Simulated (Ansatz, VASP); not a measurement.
One calculation of MnF2, two programs

```xyz
6
Lattice="4.8724 0.0000 0.0000 0.0000 4.8724 0.0000 0.0000 0.0000 3.3327" Properties=species:S:1:pos:R:3 pbc="T T T"
Mn    2.4362    2.4362    1.6663
Mn    0.0000    0.0000    0.0000
F     3.3868    3.3868    0.0000
F     3.9218    0.9506    1.6663
F     1.4856    1.4856    0.0000
F     0.9506    3.9218    1.6663
```

Alike in both runs: task single point; functional PBE; k mesh 6 × 6 × 8; occupations gaussian, width 0.02 eV; collinear spin; Hubbard terms Mn d U = 3.9 eV.

```csv
,VASP,Ansatz
version,VASP 6.6.1,Ansatz 0.2.0
potentials or method,"VASP PAW PBE potentials, release 64 (Mn_pv, F), cutoff 520 eV","scalar-relativistic, plane waves, PAW"
valence electrons in the cell,54,58
```

```csv
,VASP,Ansatz,Ansatz less VASP
gap on the k mesh at the Fermi level (eV),2.41,2.44,+0.035
least direct gap on the mesh (eV),2.41,2.44,+0.035
pressure (GPa),4.1,5.0,+0.93
"traceless stress, the component that is largest in VASP (GPa)",-0.16,0.04,+0.195
net moment per atom (μB),1.67,1.67,0.000
size of the moment on the site where the two differ most (μB),4.69,4.23,-0.454
```

Site moments also hang on the region over which each program counts them. The programs project onto different local orbitals, so the same U acts differently, and such runs can settle in different states. VASP's potentials hold 54 valence electrons a cell and Ansatz's 58, so a difference there can come from the potentials and not from the codes. Ansatz's warnings: saved state not lowest, stability check not made.
